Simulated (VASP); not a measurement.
Write the native input for VASP 6.6.1 that does the following.

| Item | Value |
| --- | --- |
| Task | single point |
| Functional | PBE |
| Potentials or basis | VASP PAW PBE potentials, release 64 (Al) |
| Cutoff | 520 eV |
| k mesh | 8 × 6 × 6 |
| Occupations | gaussian, width 0.2 eV |
| Spin | no spin polarisation |
| Dipole correction | no |
| Further INCAR settings | ALGO = Fast; EDIFF = 1e-07; NBANDS = 14 |

The structure of Al lies in POSCAR:

```
Al
1.0
   -1.4288920766      1.4282300293     -2.0200490114
   -1.4288920766     -4.2846900878     -2.0200490114
   -4.2866762298     -1.4282300293      2.0200490114
Al
4
Direct
    0.7500000000      0.0000000000      0.7500000000
    0.2500000000      1.0000000000      0.2500000000
    0.7500000000      0.5000000000      0.2500000000
    0.2500000000      0.5000000000      0.7500000000
```

These files were run (other wordings do the same):

INCAR

```
ALGO     = Fast           # electronic algorithm
EDIFF    = 1E-7           # SCF threshold, eV
ENCUT    = 520            # plane-wave cutoff, eV
GGA      = PE             # functional
ISIF     = 2              # what is computed and relaxed
ISMEAR   = 0              # smearing method
LASPH    = T              # aspherical terms in the spheres
LCHARG   = T              # write CHGCAR
LELF     = T              # ELF
LREAL    = F              # projectors in reciprocal space
LVHAR    = T            
LWAVE    = F              # write WAVECAR
NBANDS   = 14             # bands
NELM     = 100            # most SCF steps
PREC     = Accurate       # precision mode
SIGMA    = 0.2            # smearing width, eV
```

KPOINTS

```
k-points
0
Gamma
  8 6 6
```

Potentials or basis: VASP PAW PBE potentials, release 64 (Al).

Launch:

```sh
$ cat potpaw_PBE.64/Al/POTCAR > POTCAR
$ mpirun -np 1 vasp_std > vasp.out
```

It gave:

```json
{"Pressure": "0.0 GPa", "Band gap on the k mesh": "zero (band 6 reaches 10.23 eV, above the bottom of band 7 at 6.41 eV)"}
```

Wall time 44 s on 1 thread of Intel(R) Xeon(R) 6975P-C (Granite Rapids), on a shared host, peak memory 0.24 GiB.
